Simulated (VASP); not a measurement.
ZnSe, 2 atoms in the cell. The structure is cubic, space group F-43m (No. 216). The conventional cell has a = 5.665 Å, b = 5.665 Å, c = 5.665 Å, α = 90.00°, β = 90.00°, γ = 90.00°. Within 3.2 Å of Zn (site symmetry -43m) lie 4 Se at 2.45 Å. Se (site symmetry -43m) has 4 Zn at 2.45 Å within 3.2 Å. 

| Property | Result |
| --- | --- |
| Program | VASP 6.6.1 |
| Task | single point |
| Functional | r2SCAN |
| Potentials or basis | VASP PAW PBE potentials, release 64 (Zn, Se) |
| Cutoff | 520 eV |
| k mesh | 6 × 6 × 6 |
| Occupations | gaussian, width 0.01 eV |
| Spin | no spin polarisation |
| Dipole correction | no |
| Further INCAR settings | ALGO = Normal; EDIFF = 1e-06; NBANDS = 16 |

Potentials or basis: VASP PAW PBE potentials, release 64 (Zn, Se).

Command:

```bash
$ cat potpaw_PBE.64/Zn/POTCAR potpaw_PBE.64/Se/POTCAR > POTCAR
$ cp INCAR.step1 INCAR
$ mpirun -np 1 vasp_std > vasp.out
$ cp INCAR.step2 INCAR
$ mpirun -np 1 vasp_std > vasp.out
```

Hardware: 1 thread of Intel(R) Xeon(R) 6975P-C (Granite Rapids), with other jobs on the host.

Problem. How long does it take, and how much memory?

Solution. Wall time 32 s on 1 thread of Intel(R) Xeon(R) 6975P-C (Granite Rapids) (shared host), peak memory 0.16 GiB. Counts: k points 16.
